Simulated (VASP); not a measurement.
# Au (Fm-3m) in VASP: further runs

Runs on Au. Level: PBEsol. Tasks: single point.

Everything below comes from runs of VASP 6.6.1. Logs are shortened: lines on timing, memory, paths and dates and some standing lists are left out, and cuts for length are marked.

## 1. The cell of the first run

Symmetry: Fm-3m, No. 225, cubic system. Conventional cell: a = 4.061 Å, b = 4.061 Å, c = 4.061 Å, α = 90.00°, β = 90.00°, γ = 90.00°. Au (site symmetry m-3m) has 12 Au at 2.87 Å within 3.8 Å.

## 2. Single point, PBEsol

Contents of INCAR:

```
  PREC = Accurate
  ENCUT = 500
  EDIFF = 1E-6
  ISMEAR = -1
  SIGMA = 0.15
  LREAL = False
  LASPH = True
  NELM = 120
  ALGO = Normal
  ISIF = 2
  LWAVE = False
  LCHARG = False
  GGA = PS
  NBANDS = 12
  GGA_COMPAT = False
```

Contents of KPOINTS:

```
regular mesh
0
Gamma
  20 20 20
```

Contents of POSCAR:

```
Au
1.0
    0.0000000000      2.0304777801      2.0304777801
    2.0304777801      0.0000000000      2.0304777801
    2.0304777801      2.0304777801      0.0000000000
Au
1
Direct
    0.0000000000      0.0000000000      0.0000000000
```

Potentials or basis: VASP PAW PBE potentials, release 64 (Au).

The run is started by

```sh
$ cat potpaw_PBE.64/Au/POTCAR > POTCAR
$ mpirun -np 1 vasp_std > vasp.out
```

OUTCAR:

```text
PREC = Accurate
   ENCUT = 500
   EDIFF = 1E-6
   ISMEAR = -1
   LREAL = False
   LASPH = True
   NELM = 120
   ISIF = 2
   GGA = PS

 ion  position               nearest neighbor table
   1  0.000  0.000  0.000-

  LATTYP: Found a face centered cubic cell.
 ALAT       =     4.0609555602

  Lattice vectors:

 A1 = (   0.0000000000,   2.0304777801,   2.0304777801)
 A2 = (   2.0304777801,   0.0000000000,   2.0304777801)
 A3 = (   2.0304777801,   2.0304777801,   0.0000000000)

Analysis of symmetry for initial positions (statically):
=====================================================================
 Subroutine PRICEL returns:
 Original cell was already a primitive cell.

 Routine SETGRP: Setting up the symmetry group for a
 face centered cubic supercell.

 Subroutine GETGRP returns: Found 48 space group operations
 (whereof 48 operations were pure point group operations)
 out of a pool of 48 trial point group operations.

The static configuration has the point symmetry O_h .

Analysis of symmetry for dynamics (positions and initial velocities):
=====================================================================
 Subroutine PRICEL returns:
 Original cell was already a primitive cell.

 Routine SETGRP: Setting up the symmetry group for a
 face centered cubic supercell.

 Subroutine GETGRP returns: Found 48 space group operations
 (whereof 48 operations were pure point group operations)
 out of a pool of 48 trial point group operations.

The dynamic configuration has the point symmetry O_h .

 Subroutine INISYM returns: Found 48 space group operations
 (whereof 48 operations are pure point group operations),
 and found     1 'primitive' translations

----------------------------------------------------------------------------------------

                                     Primitive cell

  volume of cell :      16.7427

  direct lattice vectors                    reciprocal lattice vectors
     0.000000000  2.030477780  2.030477780    -0.246247462  0.246247462  0.246247462
     2.030477780  0.000000000  2.030477780     0.246247462 -0.246247462  0.246247462
     2.030477780  2.030477780  0.000000000     0.246247462  0.246247462 -0.246247462

  length of vectors
     2.871529215  2.871529215  2.871529215     0.426513115  0.426513115  0.426513115

  position of ions in fractional coordinates (direct lattice)
     0.000000000  0.000000000  0.000000000

  ion indices of the primitive-cell ions
[... 75 lines left out ...]
   LREAL  =      F    real-space projection
   EDIFFG = 0.1E-04   stopping-criterion for IOM
   NSW    =      0    number of steps for IOM
   IBRION =     -1    ionic relax: 0-MD 1-quasi-New 2-CG
   NFREE  =      0    steps in history (QN), initial steepest desc. (CG)
   ISIF   =      2    stress and relaxation
   ISYM   =      2    0-nonsym 1-usesym 2-fastsym
   POTIM  = 0.5000    time-step for ionic-motion
   TEBEG  =    0.0;   TEEND  =   0.0 temperature during run
   PSTRESS=    0.0 pullay stress
   NELECT =      11.0000    total number of electrons
   NUPDOWN=      -1.0000    fix difference up-down
   EMIN   =  10.00;   EMAX   =-10.00  energy-range for DOS
   EFERMI =   0.00;   METHOD = LEGACY
   ISMEAR =    -1;   SIGMA  =   0.15  broadening in eV -4-tet -1-fermi 0-gaus
   EFERMI_NEDOS =   21; number of points for ismear=-14 and -15
   IALGO  =     38    algorithm
   IMIX   =      4    mixing-type and parameters
     AMIX     =   0.40;   BMIX     =  1.00
     AMIX_MAG =   1.60;   BMIX_MAG =  1.00
  volume/ion in A,a.u.               =      16.74       112.99
  Fermi-wavevector in a.u.,A,eV,Ry     =   1.423194  2.689447 27.558350  2.025482
  Thomas-Fermi vector in A             =   2.543818
   LORBIT       =      0    0 simple, 1 ext, 2 COOP (PROOUT), +10 PAW based schemes
   GGA     = PS    functional components
   LHFCALC =     F    Hartree Fock is set to
   AEXX    =    0.0000 exact exchange contribution
   IVDW    =     0    specifies the selected vdW correction
   LEPSILON=     F    determine dielectric tensor
   LRPA    =     F    only Hartree local field effects (RPA)
 non-spin polarized calculation
  energy-cutoff  :      500.00
  volume of cell :       16.74
 maximum number of plane-waves:       444
 NGX is ok and might be reduce to    24
   NGX = 11   NGY = 11   NGZ = 11

 number of electron      10.9999999 magnetization

 Free energy of the ion-electron system (eV)
  ---------------------------------------------------
  ext. energy  EPLUGINS =         0.00000000
  ---------------------------------------------------
  free energy    TOTEN  =        -3.93235932 eV

  energy without entropy =       -3.91185720  energy(sigma->0) =       -3.92210826

 E-fermi :   9.5849     XC(G=0): -12.9903

 val. band max:        9.5694091586   @ k =   0.5000   0.3500   0.1500
 cond. band min:       9.5854589119   @ k =   0.5000   0.1000   0.0000
 fundamental gap:      0.0160497533
 Fermi energy:         9.5849295101

 k-point     1 :       0.0000    0.0000    0.0000
  band No.  band energies     occupation
      1      -0.5340      2.00000
      2       4.7992      2.00000
      3       4.7992      2.00000
      4       4.7992      2.00000
      5       6.3772      2.00000
      6       6.3772      2.00000
      7      24.0517      0.00000
      8      28.1483      0.00000
      9      28.1483      0.00000
     10      28.1483      0.00000
     11      33.0726      0.00000
     12      37.9351      0.00000
[... 331 lines left out ...]
 k-point    24 :      -0.3500    0.0500    0.0000
  band No.  band energies     occupation
      1       2.0863      2.00000
      2       4.8687      2.00000
      3       4.9321      2.00000
      4       5.8862      2.00000
      5       7.0408      2.00000
      6       7.5889      2.00000
      7      16.2687      0.00000
      8      24.1531      0.00000
      9      26.9404      0.00000
     10      28.5170      0.00000
     11      32.9561      0.00000
     12      33.9059      0.00000

 [... further k-points ...]
[... 5 lines left out ...]
  --------------------------------------------------------------------------------------
  -------------------------------------------------------------------------------------
  Total        0.2833419      0.2833419      0.2833419      0.0000000      0.0000000     -0.0000000
  in kB       27.1141902     27.1141902     27.1141902      0.0000000      0.0000000     -0.0000000
  external PRESSURE =      27.1141902 kB  Pullay stress =       0.0000000 kB

 VOLUME and BASIS-vectors are now :
 -----------------------------------------------------------------------------
  energy-cutoff  :      500.00
  volume of cell :       16.74
      direct lattice vectors                 reciprocal lattice vectors
     0.000000000  2.030477780  2.030477780    -0.246247462  0.246247462  0.246247462
     2.030477780  0.000000000  2.030477780     0.246247462 -0.246247462  0.246247462
     2.030477780  2.030477780  0.000000000     0.246247462  0.246247462 -0.246247462

 POSITION                                       TOTAL-FORCE (eV/Angst)
 -----------------------------------------------------------------------------------
      0.00000      0.00000      0.00000         0.000000      0.000000     -0.000000
 -----------------------------------------------------------------------------------
    total drift:                               -0.000000      0.000000     -0.000000

  FREE ENERGIE OF THE ION-ELECTRON SYSTEM (eV)
  ---------------------------------------------------
  free  energy   TOTEN  =        -3.9323593184 eV

  energy  without entropy=       -3.9118571998  energy(sigma->0) =       -3.92210826
```

stdout:

```text
POSCAR found type information on POSCAR Au
 POSCAR found :  1 types and       1 ions
 scaLAPACK will be used
 -----------------------------------------------------------------------------
|                                                                             |
|                                                                             |
|     You enforced a specific xc type in the INCAR file but a different       |
|     I HOPE YOU KNOW WHAT YOU ARE DOING!                                     |
|                                                                             |
 -----------------------------------------------------------------------------

 LDA part: xc-table for (Slater+PW92), standard interpolation
 POSCAR, INCAR and KPOINTS ok, starting setup
 FFT: planning ... GRIDC
 FFT: planning ... GRID_SOFT
 FFT: planning ... GRID
 WAVECAR not read
 entering main loop
```

It took 46 s on 1 thread of Intel Xeon 8259CL, shared host; peak memory 0.18 GiB.

What came out:

* Free energy: -3.9324 eV
* Pressure: 2.7 GPa
* Band gap on the k mesh: zero (an odd number of electrons rules out a gap without spin polarisation)

Caveat: the PAW data sets were made with another functional, which shifts forces and pressure a little; spin-orbit coupling is left out, which moves the levels of the heavy elements.

## 3. Single point, PBEsol

This run uses another cell than the first one, of 17.02 Å³/atom.

Contents of INCAR:

```
PREC = Accurate ; ENCUT = 500
EDIFF = 1E-6 ; ISMEAR = -4
SIGMA = 0.15 ; LREAL = F
LASPH = T ; NELM = 120
ALGO = Normal ; ISIF = 2
LWAVE = F ; LCHARG = F
GGA = PS ; NBANDS = 12
GGA_COMPAT = F
```

KPOINTS is that of step 2.

Contents of POSCAR:

```
Au
1.0
    0.0000000000      2.0416550051      2.0416550051
    2.0416550051      0.0000000000      2.0416550051
    2.0416550051      2.0416550051      0.0000000000
Au
1
Direct
    0.0000000000      0.0000000000      0.0000000000
```

Potentials or basis: VASP PAW PBE potentials, release 64 (Au).

The run is started by

```sh
$ cat potpaw_PBE.64/Au/POTCAR > POTCAR
$ mpirun -np 1 vasp_std > vasp.out
```

Wall time 42 s (1 thread of Intel Xeon 8259CL, shared host); peak memory 0.18 GiB.

Results (log left out):

- Free energy: -3.9019 eV
- Pressure: -0.2 GPa
- Band gap on the k mesh: zero (an odd number of electrons rules out a gap without spin polarisation)

Levels at points of the mesh, in eV from the Fermi level:
```tsv
k point	band 3	band 4	band 5	band 6	band 7	band 8	band 9	band 10
(0.00, 0.00, 0.00)	-4.72	-4.72	-3.18	-3.18	14.47	18.47	18.47	18.47
(0.50, 0.00, 0.00)	-4.75	-1.98	-1.98	-1.06	3.03	13.91	17.07	17.07
(0.50, 0.50, 0.00)	-2.02	-1.66	-1.66	0.92	5.72	9.93	9.93	17.15
```

Caveat: the PAW data sets were made with another functional, which shifts forces and pressure a little; spin-orbit coupling is left out, which moves the levels of the heavy elements.
